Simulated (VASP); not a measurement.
H2C9, 22 atoms in the cell. The cell holds a slab with vacuum, 22 atoms: a = 2.497 Å, b = 4.995 Å, c = 20.566 Å, α = 90.00°, β = 90.00°, γ = 90.00°. 

- Program: VASP 6.6.1
- Task: single point
- Functional: LDA
- Potentials or basis: VASP PAW LDA potentials, release 64 (C, H)
- Cutoff: 520 eV
- k mesh: 10 × 5 × 1
- Occupations: gaussian, width 0.05 eV
- Spin: no spin polarisation
- Dipole correction: yes
- Further INCAR settings: LREAL = Auto; ALGO = Normal; EDIFF = 1e-06; NBANDS = 55

Potentials or basis: VASP PAW LDA potentials, release 64 (C, H).

The run is started by

```sh
$ cat potpaw_LDA.64/C/POTCAR potpaw_LDA.64/H/POTCAR > POTCAR
$ mpirun -np 1 vasp_std > vasp.out
```

Hardware: 1 thread of Intel(R) Xeon(R) 6975P-C (Granite Rapids), with other jobs on the host.

How long does it take, and how much memory?

Wall time 5.6 min on 1 thread of Intel(R) Xeon(R) 6975P-C (Granite Rapids), with other jobs on the host, peak memory 0.35 GiB. Counts: scf iterations 25, k points 18.
